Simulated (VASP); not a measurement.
A run of VASP 6.6.1:

The input INCAR:

```
SYSTEM = Si9Cl2O16
PREC = Accurate ; ENCUT = 520
EDIFF = 1E-6 ; ISMEAR = -1
SIGMA = 0.05 ; LREAL = Auto
LASPH = .TRUE. ; NELM = 80
ALGO = Normal ; ISIF = 2
LWAVE = .FALSE. ; LCHARG = .TRUE.
GGA = PS ; LELF = .TRUE.
LVHAR = .TRUE. ; NBANDS = 92
```

File KPOINTS:

```
Automatic mesh
0
G
  2 2 1
  0 0 0
```

POSCAR

```
Si9Cl2O16
1.0
    5.8463590000      0.0000000000      0.0000000000
    0.0000000000      5.3080000000      0.0000000000
    0.0000000000      0.0000000000     15.7098270000
Si O Cl
9 16 2
Direct
    0.0000000000      0.0000000000      0.0636544247
    0.4999999145      0.2500000000      0.0636544247
    0.4985745829      0.0042029013      0.2583937430
   -0.0058840040      0.2464365109      0.2603691307
    0.0000000000      0.5000000000      0.0636544247
    0.4999999145      0.7500000000      0.0636544247
    0.5104623236      0.5013666164      0.2837385797
    0.0046533235      0.7312336096      0.2551203778
    0.7137105333      0.8323662396      0.3961160744
    0.0091149038     -0.0018016202      0.1813316595
    0.1943999676      0.2500000000      0.0636544247
    0.4938897868      0.0014208742      0.1357139706
    0.8056000324      0.2500000000      0.0636544247
    0.5233828439      0.0277198568      0.3647756274
    0.6933034732      0.2579206858      0.2480512994
   -0.0410344284     -0.0375450264      0.3356288392
    0.3057595334      0.2545636775      0.2618113490
    0.0077812533      0.4969491334      0.1743074574
    0.1943999676      0.7500000000      0.0636544247
    0.4967719225      0.4998366616      0.1258356951
    0.8056000324      0.7500000000      0.0636544247
    0.5931501983      0.5574165411      0.3836381521
    0.6926950603      0.7443926149      0.2439957486
   -0.0010322664      0.4921525998      0.3252816852
    0.3088087817      0.7453234740      0.2599931240
    1.1721515904      0.8390237378      0.5211408121
    0.7132018407      0.8796151093      0.5296914473
```

Potentials or basis: VASP PAW PBE potentials, release 64 (Si, O, Cl).

Run with:

```bash
$ cat potpaw_PBE.64/Si/POTCAR potpaw_PBE.64/O/POTCAR potpaw_PBE.64/Cl/POTCAR > POTCAR
$ mpirun -np 1 vasp_std > vasp.out
```

Hardware: 1 thread of Intel(R) Xeon(R) 6975P-C (Granite Rapids) (shared host).

Task: Estimate the wall time of this run.

Result: It took 3.4 min on 1 thread of Intel(R) Xeon(R) 6975P-C (Granite Rapids) (shared host), peak memory 0.53 GiB. Counts: scf iterations 23, k points 4.
